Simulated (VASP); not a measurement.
Pt, 2 atoms in the cell. The structure is hexagonal, space group P6_3/mmc (No. 194). Conventional cell: a = 2.761 Å, b = 2.761 Å, c = 4.792 Å, α = 90.00°, β = 90.00°, γ = 120.00°. Within 3.6 Å of Pt (site symmetry -6m2) lie 12 Pt at 2.76 to 2.88 Å. This isn't the form of Pt at room conditions, which is fcc.

- Program: VASP 6.6.1
- Task: single point
- Functional: PBEsol
- Potentials or basis: VASP PAW PBE potentials, release 64 (Pt)
- Cutoff: 500 eV
- k mesh: 10 × 10 × 5
- Occupations: fermi-dirac, width 0.15 eV
- Spin: no spin polarisation
- Dipole correction: no
- Further INCAR settings: ALGO = Normal; EDIFF = 1e-06; NBANDS = 17

Potentials or basis: VASP PAW PBE potentials, release 64 (Pt).

Launch:

```sh
$ cat potpaw_PBE.64/Pt/POTCAR > POTCAR
$ mpirun -np 1 vasp_std > vasp.out
```

Hardware: 1 thread of Intel(R) Xeon(R) Platinum 8488C (Sapphire Rapids), with other jobs on the host.

Q: Estimate the wall time of this run.

A: It took 11 s on 1 thread of Intel(R) Xeon(R) Platinum 8488C (Sapphire Rapids), with other jobs on the host, peak memory 0.15 GiB. Counts: scf iterations 12, k points 42.
